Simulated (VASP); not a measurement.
Input of a VASP 6.6.1 run:

Contents of INCAR:

```
  PREC = Accurate
  ENCUT = 520
  EDIFF = 1E-6
  ISMEAR = -1
  SIGMA = 0.08
  LREAL = F
  LASPH = T
  NELM = 80
  ALGO = Normal
  ISIF = 2
  LWAVE = F
  LCHARG = F
  GGA = CA
  NBANDS = 10
```

KPOINTS

```
regular mesh
0
Gamma
  17 17 17
```

File POSCAR:

```
F
1.0
    1.8506178916      0.0000000000      0.0000000000
    0.0000000000      1.8506178916      0.0000000000
    0.0000000000      0.0000000000      1.8506178916
F
1
Direct
    0.0000000000      0.0000000000      0.0000000000
```

Potentials or basis: VASP PAW LDA potentials, release 64 (F).

The run is started by

```bash
$ cat potpaw_LDA.64/F/POTCAR > POTCAR
$ mpirun -np 1 vasp_std > vasp.out
```

Task: What does it give for the pressure?

Result: 92.6 GPa.

Caveat: an odd number of electrons without spin polarisation forces a metal; a magnetic or distorted state may lie lower.
